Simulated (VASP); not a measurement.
Wanted: the native input for a VASP 6.6.1 run.

| Quantity | Value |
| --- | --- |
| Task | single point |
| Functional | r2SCAN |
| Potentials or basis | VASP PAW PBE potentials, release 64 (P) |
| Cutoff | 520 eV |
| k mesh | 9 × 9 × 9 |
| Occupations | tetrahedron |
| Spin | no spin polarisation |
| Dipole correction | no |
| Further INCAR settings | ALGO = Normal; EDIFF = 1e-07; NBANDS = 12 |

The system is P.

```
P
1.0
     1.72573    0.99635    3.12968
    -1.72573    0.99635    3.12968
     0.00000   -1.99270    3.12968
P
2
Cartesian
  0.0000 0.0000 7.2570
  0.0000 0.0000 2.1321
```

These files were run (other wordings do the same):

POSCAR

```
P
1.0
    1.7257251780      0.9963478961      3.1296800121
   -1.7257251780      0.9963478961      3.1296800121
    0.0000000000     -1.9926957921      3.1296800121
P
2
Direct
    0.7729197500      0.7729197500      0.7729197500
    0.2270802500      0.2270802500      0.2270802500
```

INCAR.step1

```
PREC     = Accurate       # precision mode
ENCUT    = 520            # plane-wave cutoff, eV
ISMEAR   = -4             # smearing method
SIGMA    = 0.05           # smearing width, eV
LREAL    = F              # projectors in reciprocal space
LASPH    = T              # aspherical terms in the spheres
NELM     = 100            # most SCF steps
NBANDS   = 12             # bands
GGA      = PE             # functional
ALGO     = Normal         # electronic algorithm
EDIFF    = 1E-4           # SCF threshold, eV
LWAVE    = T              # write WAVECAR
LCHARG   = F              # write CHGCAR
```

INCAR.step2

```
PREC     = Accurate       # precision mode
ENCUT    = 520            # plane-wave cutoff, eV
EDIFF    = 1E-7           # SCF threshold, eV
ISMEAR   = -4             # smearing method
SIGMA    = 0.05           # smearing width, eV
LREAL    = F              # projectors in reciprocal space
LASPH    = T              # aspherical terms in the spheres
NELM     = 100            # most SCF steps
ALGO     = Normal         # electronic algorithm
ISIF     = 2              # what is computed and relaxed
LWAVE    = F              # write WAVECAR
LCHARG   = F              # write CHGCAR
METAGGA  = R2SCAN         # meta-GGA
LMIXTAU  = T            
NBANDS   = 12             # bands
ISTART   = 1
```

KPOINTS

```
regular mesh
0
Gamma
  9 9 9
```

Potentials or basis: VASP PAW PBE potentials, release 64 (P).

Run with:

```sh
$ cat potpaw_PBE.64/P/POTCAR > POTCAR
$ cp INCAR.step1 INCAR
$ mpirun -np 1 vasp_std > vasp.out
$ cp INCAR.step2 INCAR
$ mpirun -np 1 vasp_std > vasp.out
```

Results of the run:

* Pressure: 0.4 GPa
* Largest force: 0.054 eV/Å
* Band gap on the k mesh: zero (bands 5 and 6 overlap by 0.72 eV)

Caveat: the PAW data sets were made with another functional, which shifts forces and pressure a little; tetrahedron occupations give inexact forces and stress in metals.

Wall time 3.6 min on 1 thread of Oxide Virtual Turin-like Processor (shared host), peak memory 0.13 GiB.
